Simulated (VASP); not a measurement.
Runs of VASP 6.6.1 on LiCl. The structure is that of space group Fm-3m (No. 225), or close to it. The cells are those of the table. 

```tsv
task	cell	cutoff (eV)	gap on the mesh (eV)	pressure (GPa)
relaxation of cell and atoms	relaxed to 7 GPa from a = 3.580 Å, angles 60.0°, 2 atoms	600	6.72	7.0
single point	a = 3.296 Å, angles 60.0°, 2 atoms	520	6.79	-
relaxation of cell and atoms	relaxed to 10 GPa from a = 3.580 Å, angles 60.0°, 2 atoms	600	6.75	10.0
relaxation of cell and atoms	relaxed to 2 GPa from a = 3.580 Å, angles 60.0°, 2 atoms	600	6.65	2.0
single point	a = 3.363 Å, angles 60.0°, 2 atoms	520	6.75	-
single point	a = 3.521 Å, angles 60.0°, 2 atoms	520	6.64	-
relaxation of cell and atoms	relaxed to 4 GPa from a = 3.580 Å, angles 60.0°, 2 atoms	600	(a)	4.0
relaxation of cell and atoms	relaxed to 15 GPa from a = 3.580 Å, angles 60.0°, 2 atoms	600	6.79	15.0
```

Alike in all rows: level PBEsol; potentials or basis VASP PAW PBE potentials, release 64 (Li_sv, Cl); no spin polarisation; k mesh 8 × 8 × 8; smearing gaussian 0.01 eV.

Fill in the values left out.

(a) 6.68.

Caveats: the cutoff is under 1.25 times the usual one of these potentials, so pressure, stress and relaxed cells hold a basis-set (Pulay) error; the PAW data sets were made with another functional, which shifts forces and pressure a little; the cell is relaxed towards a set pressure, so the enthalpy falls and the energy may rise (some runs).

A k mesh can miss the band edges.
